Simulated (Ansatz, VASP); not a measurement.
# One calculation of Cs, two programs

INCAR

```
SYSTEM = Cs
ALGO = Normal ; EDIFF = 1E-6
ENCUT = 520 ; GGA = CA
ISIF = 2 ; ISMEAR = 0
LASPH = .True. ; LCHARG = .True.
LELF = .True. ; LREAL = .False.
LVHAR = .True. ; LWAVE = .False.
NBANDS = 10 ; NELM = 60
PREC = Accurate ; SIGMA = 0.1
```

The input KPOINTS:

```
k-points
0
Gamma
  4 4 4
  0 0 0
```

File POSCAR:

```
Cs
1.0
   -3.1284650614      3.1284650614      3.1284650614
    3.1284650614     -3.1284650614      3.1284650614
    3.1284650614      3.1284650614     -3.1284650614
Cs
1
Direct
    0.0000000000      0.0000000000      0.0000000000
```

Input for Ansatz:

```yaml
crystal:
  lattice:
    - [-3.1284650614, 3.1284650614, 3.1284650614]
    - [3.1284650614, -3.1284650614, 3.1284650614]
    - [3.1284650614, 3.1284650614, -3.1284650614]
  atoms:
    - { symbol: Cs, position: [0.0, 0.0, 0.0] }
basis:
  ecutwfc: 420
kpoints:
  mp_grid: { grid: [4, 4, 4] }
hamiltonian:
  xc: lda
scf:
  occupations: { method: gaussian, width: 0.1 }
output:
  forces: true
  stress: true
  eigenvalues: true
```

Alike in both runs: task single point; functional LDA; k mesh 4 × 4 × 4; occupations gaussian, width 0.1 eV; no spin polarisation.

|  | VASP | Ansatz |
| --- | --- | --- |
| version | VASP 6.6.1 | Ansatz 0.2.0 |
| potentials or method | VASP PAW LDA potentials, release 64 (Cs_sv), cutoff 520 eV | scalar-relativistic, plane waves, PAW |
| valence electrons in the cell | 9 | 9 |

```csv
,VASP,Ansatz,Ansatz less VASP
gap on the k mesh at the Fermi level (eV),none,none,-
pressure (GPa),-0.4,-0.4,+0.01
```

LDA's correlation is that of Perdew and Zunger in VASP and of Perdew and Wang (1992) in Ansatz. A gap of «none» marks a metal or a gap that the smearing closes.

Spin-orbit coupling is off throughout.
